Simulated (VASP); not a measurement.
# Bi2Te3 (R3m) in VASP: single point with PBE

Aim: the single point of Bi2Te3 with PBE.

Program: VASP 6.6.1. These are calculated values, not measurements. Logs are shortened: lines on timing, memory, paths and dates and some standing lists are left out, and cuts for length are marked.

### 1 The cell of the first run

The structure is trigonal, space group R3m (No. 160). Conventional cell: a = 4.476 Å, b = 4.476 Å, c = 29.529 Å, α = 90.00°, β = 90.00°, γ = 120.00°. Bi (site symmetry 3m) has 3 Te at 3.12 Å and 3 Bi at 3.44 Å within 4.1 Å. Within 4.1 Å of Bi (site symmetry 3m) lie 3 Te at 3.13 Å and 3 Bi at 3.44 Å. Te (site symmetry 3m) has 6 Te at 3.26 to 3.30 Å within 4.3 Å. Within 4.1 Å of Te (site symmetry 3m) lie 3 Bi at 3.12 Å and 3 Te at 3.30 Å. Within 4.1 Å of Te (site symmetry 3m) lie 3 Bi at 3.13 Å and 3 Te at 3.26 Å.

### 2 Single point, PBE

The input, INCAR:

```
PREC = Accurate
ENCUT = 520
EDIFF = 1E-6
ISMEAR = 0
SIGMA = 0.1
LREAL = False
LASPH = True
NELM = 80
ALGO = Normal
ISIF = 2
LWAVE = False
LCHARG = True
GGA = PE
LELF = True
LVHAR = True
NBANDS = 32
```

The input, KPOINTS:

```
Automatic mesh
0
Gamma
  6 6 6
```

The input, POSCAR:

```
Bi2Te3
1.0
    2.2378091480      1.2919997140      9.8428627445
   -2.2378091480      1.2919997140      9.8428627445
    0.0000000000     -2.5839994280      9.8428627445
Bi Te
2 3
Direct
    0.8101658250      0.8101658250      0.8101658250
    0.3998190986      0.3998190986      0.3998190986
    0.6056269224      0.6056269224      0.6056269224
    0.2029717533      0.2029717533      0.2029717533
    0.0064164007      0.0064164007      0.0064164007
```

Potentials or basis: VASP PAW PBE potentials, release 64 (Bi_d, Te).

The run is started by

```console
cat potpaw_PBE.64/Bi_d/POTCAR potpaw_PBE.64/Te/POTCAR > POTCAR
mpirun -np 1 vasp_std > vasp.out
```

OUTCAR:

```text
PREC = Accurate
   ENCUT = 520
   EDIFF = 1E-6
   ISMEAR = 0
   LREAL = False
   LASPH = True
   NELM = 80
   ISIF = 2
   GGA = PE

 ion  position               nearest neighbor table
   1  0.810  0.810  0.810-   4 3.12   4 3.12   4 3.12   2 3.44   2 3.44   2 3.44
   2  0.400  0.400  0.400-   5 3.13   5 3.13   5 3.13   1 3.44   1 3.44   1 3.44
   3  0.606  0.606  0.606-   5 3.26   5 3.26   5 3.26   4 3.30   4 3.30   4 3.30
   4  0.203  0.203  0.203-   1 3.12   1 3.12   1 3.12   3 3.30   3 3.30   3 3.30
   5  0.006  0.006  0.006-   2 3.13   2 3.13   2 3.13   3 3.26   3 3.26   3 3.26

  LATTYP: Found a trigonal (rhomboedric) cell.
 ALAT       =    10.1763942559
 COS(alpha) =     0.9032862469

  Lattice vectors:

 A1 = (   2.2378091480,   1.2919997140,   9.8428627445)
 A2 = (  -2.2378091480,   1.2919997140,   9.8428627445)
 A3 = (   0.0000000000,  -2.5839994280,   9.8428627445)

Analysis of symmetry for initial positions (statically):
=====================================================================
 Subroutine PRICEL returns:
 Original cell was already a primitive cell.

 Routine SETGRP: Setting up the symmetry group for a
 trigonal (rhombohedral) supercell.

 Subroutine GETGRP returns: Found  6 space group operations
 (whereof  6 operations were pure point group operations)
 out of a pool of 12 trial point group operations.

The static configuration has the point symmetry C_3v.

Analysis of symmetry for dynamics (positions and initial velocities):
=====================================================================
 Subroutine PRICEL returns:
 Original cell was already a primitive cell.

 Routine SETGRP: Setting up the symmetry group for a
 trigonal (rhombohedral) supercell.

 Subroutine GETGRP returns: Found  6 space group operations
 (whereof  6 operations were pure point group operations)
 out of a pool of 12 trial point group operations.

The dynamic configuration has the point symmetry C_3v.

 Subroutine INISYM returns: Found  6 space group operations
 (whereof  6 operations are pure point group operations),
 and found     1 'primitive' translations

----------------------------------------------------------------------------------------

                                     Primitive cell

  volume of cell :     170.7490

  direct lattice vectors                    reciprocal lattice vectors
     2.237809148  1.291999714  9.842862744     0.223432816  0.128998997  0.033865486
    -2.237809148  1.291999714  9.842862744    -0.223432816  0.128998997  0.033865486
[... 96 lines left out ...]
   NFREE  =      0    steps in history (QN), initial steepest desc. (CG)
   ISIF   =      2    stress and relaxation
   ISYM   =      2    0-nonsym 1-usesym 2-fastsym
   POTIM  = 0.5000    time-step for ionic-motion
   TEBEG  =    0.0;   TEEND  =   0.0 temperature during run
   PSTRESS=    0.0 pullay stress
   NELECT =      48.0000    total number of electrons
   NUPDOWN=      -1.0000    fix difference up-down
   EMIN   =  10.00;   EMAX   =-10.00  energy-range for DOS
   EFERMI =   0.00;   METHOD = LEGACY
   ISMEAR =     0;   SIGMA  =   0.10  broadening in eV -4-tet -1-fermi 0-gaus
   EFERMI_NEDOS =   21; number of points for ismear=-14 and -15
   IALGO  =     38    algorithm
   IMIX   =      4    mixing-type and parameters
     AMIX     =   0.40;   BMIX     =  1.00
     AMIX_MAG =   1.60;   BMIX_MAG =  1.00
  volume/ion in A,a.u.               =      34.15       230.45
  Fermi-wavevector in a.u.,A,eV,Ry     =   1.072431  2.026600 15.648161  1.150107
  Thomas-Fermi vector in A             =   2.208200
   LORBIT       =      0    0 simple, 1 ext, 2 COOP (PROOUT), +10 PAW based schemes
   GGA     = PE    functional components
   LHFCALC =     F    Hartree Fock is set to
   AEXX    =    0.0000 exact exchange contribution
   IVDW    =     0    specifies the selected vdW correction
   LEPSILON=     F    determine dielectric tensor
   LRPA    =     F    only Hartree local field effects (RPA)
 non-spin polarized calculation
 Gauss-broadening in eV      SIGMA  =   0.10
  energy-cutoff  :      520.00
  volume of cell :      170.75
 maximum number of plane-waves:      4621
 NGX is ok and might be reduce to    80
   NGX = 37   NGY = 37   NGZ = 37

 number of electron      47.9999997 magnetization

 Free energy of the ion-electron system (eV)
  ---------------------------------------------------
  ext. energy  EPLUGINS =         0.00000000
  ---------------------------------------------------
  free energy    TOTEN  =       -17.14961192 eV

  energy without entropy =      -17.13863520  energy(sigma->0) =      -17.14412356

 E-fermi :   6.2452     XC(G=0):  -9.3367

 val. band max:        6.2252947134   @ k =   0.0000   0.0000   0.0000
 cond. band min:       6.2913869711   @ k =   0.5000   0.1667   0.1667
 fundamental gap:      0.0660922577
 Fermi energy:         6.2451584846

 k-point     1 :       0.0000    0.0000    0.0000
  band No.  band energies     occupation
      1     -16.7383      2.00000
      2     -16.7383      2.00000
      3     -16.6983      2.00000
      4     -16.6983      2.00000
      5     -16.6941      2.00000
      6     -16.6287      2.00000
[... 829 lines left out ...]
     31      10.6018      0.00000
     32      11.4270      0.00000

 [... further k-points ...]

------------------------ aborting loop because EDIFF is reached ----------------------------------------

  FORCE on cell =-STRESS in cart. coord.  units (eV):
  Direction    XX          YY          ZZ          XY          YZ          ZX
  --------------------------------------------------------------------------------------
  -------------------------------------------------------------------------------------
  Total        0.0408780      0.0408780      0.1663241      0.0000000     -0.0000000      0.0000000
  in kB        0.3835680      0.3835680      1.5606579      0.0000000     -0.0000000      0.0000000
  external PRESSURE =       0.7759313 kB  Pullay stress =       0.0000000 kB

 VOLUME and BASIS-vectors are now :
 -----------------------------------------------------------------------------
  energy-cutoff  :      520.00
  volume of cell :      170.75
      direct lattice vectors                 reciprocal lattice vectors
     2.237809148  1.291999714  9.842862744     0.223432816  0.128998997  0.033865486
    -2.237809148  1.291999714  9.842862744    -0.223432816  0.128998997  0.033865486
     0.000000000 -2.583999428  9.842862744     0.000000000 -0.257997993  0.033865486

 POSITION                                       TOTAL-FORCE (eV/Angst)
 -----------------------------------------------------------------------------------
      0.00000      0.00000     23.92305         0.000000     -0.000000     -0.024533
      0.00000      0.00000     11.80609         0.000000     -0.000000     -0.016764
      0.00000      0.00000     17.88331         0.000000      0.000000     -0.025520
      0.00000      0.00000      5.99347         0.000000      0.000000      0.032606
      0.00000      0.00000      0.18947         0.000000      0.000000      0.034211
 -----------------------------------------------------------------------------------
    total drift:                               -0.000000     -0.000000     -0.000225

  FREE ENERGIE OF THE ION-ELECTRON SYSTEM (eV)
  ---------------------------------------------------
  free  energy   TOTEN  =       -17.1496119199 eV

  energy  without entropy=      -17.1386351963  energy(sigma->0) =      -17.14412356
```

OSZICAR:

```text
N       E                     dE             d eps       ncg     rms          rms(c)
DAV:   1     0.433898375115E+03    0.43390E+03   -0.21634E+04  2048   0.145E+03
DAV:   2     0.275814442799E+02   -0.40632E+03   -0.39051E+03  2168   0.379E+02
DAV:   3    -0.152818496132E+02   -0.42863E+02   -0.41087E+02  2576   0.135E+02
DAV:   4    -0.171137664900E+02   -0.18319E+01   -0.18180E+01  2336   0.302E+01
DAV:   5    -0.171956134380E+02   -0.81847E-01   -0.81833E-01  2952   0.631E+00    0.119E+01
DAV:   6    -0.171488800641E+02    0.46733E-01   -0.83516E-02  2592   0.314E+00    0.729E+00
DAV:   7    -0.171767984418E+02   -0.27918E-01   -0.66732E-02  2312   0.213E+00    0.197E+00
DAV:   8    -0.171483709551E+02    0.28427E-01   -0.20451E-02  2240   0.141E+00    0.353E-01
DAV:   9    -0.171496329782E+02   -0.12620E-02   -0.13614E-02  2520   0.492E-01    0.456E-01
DAV:  10    -0.171497881196E+02   -0.15514E-03   -0.53743E-04  2584   0.155E-01    0.637E-01
DAV:  11    -0.171495954869E+02    0.19263E-03   -0.86884E-04  2360   0.250E-01    0.201E-01
DAV:  12    -0.171496127576E+02   -0.17271E-04   -0.14160E-04  2664   0.586E-02    0.787E-02
DAV:  13    -0.171496119199E+02    0.83768E-06   -0.51768E-06  2104   0.192E-02
   1 F= -.17149612E+02 E0= -.17144124E+02  d E =-.109767E-01
```

stdout:

```text
POSCAR found type information on POSCAR BiTe
 POSCAR found :  2 types and       5 ions
 scaLAPACK will be used
 LDA part: xc-table for (Slater+PW92), standard interpolation
 POSCAR, INCAR and KPOINTS ok, starting setup
 FFT: planning ... GRIDC
 FFT: planning ... GRID_SOFT
 FFT: planning ... GRID
 WAVECAR not read
 entering main loop
```

Wall time 7.7 min (1 thread of Intel Xeon 6975P-C (Granite Rapids), shared host); peak memory 0.95 GiB.

What came out:

```yaml
Free_energy: -17.1496 eV
Pressure: 0.1 GPa
Largest_force: 0.034 eV/Å
Band_gap_on_the_k_mesh: zero (band 24 reaches 6.20 eV, above the bottom of band 25 at 6.17 eV)
```

Forces in eV/Å, atoms in the order of the input:
```
Bi   0.000  0.000 -0.025
Bi   0.000  0.000 -0.017
Te   0.000  0.000 -0.026
Te   0.000  0.000  0.033
Te   0.000  0.000  0.034
```

Stress tensor (GPa, compression positive):
```
0.04 0.00 0.00
0.00 0.04 0.00
0.00 0.00 0.16
```

Levels at points of the mesh, in eV from the Fermi level:
```
           k point  band 20  band 21  band 22  band 23  band 24  band 25  band 26  band 27  band 28  band 29
(0.00, 0.00, 0.00)    -2.06    -1.97    -0.59    -0.58    -0.58    -0.02     0.15     0.15     2.07     2.07
(0.50, 0.00, 0.00)    -3.19    -3.16    -2.30    -0.43    -0.16    -0.08     0.31     2.48     3.01     3.38
(0.50, 0.50, 0.00)    -2.65    -2.24    -1.80    -1.39    -0.27     0.21     1.64     1.68     2.05     2.54
(0.50, 0.50, 0.50)    -1.99    -1.38    -1.29    -0.89    -0.89     0.70     0.85     0.85     1.47     1.47
```

Caveat: spin-orbit coupling is left out, which moves the levels of the heavy elements.
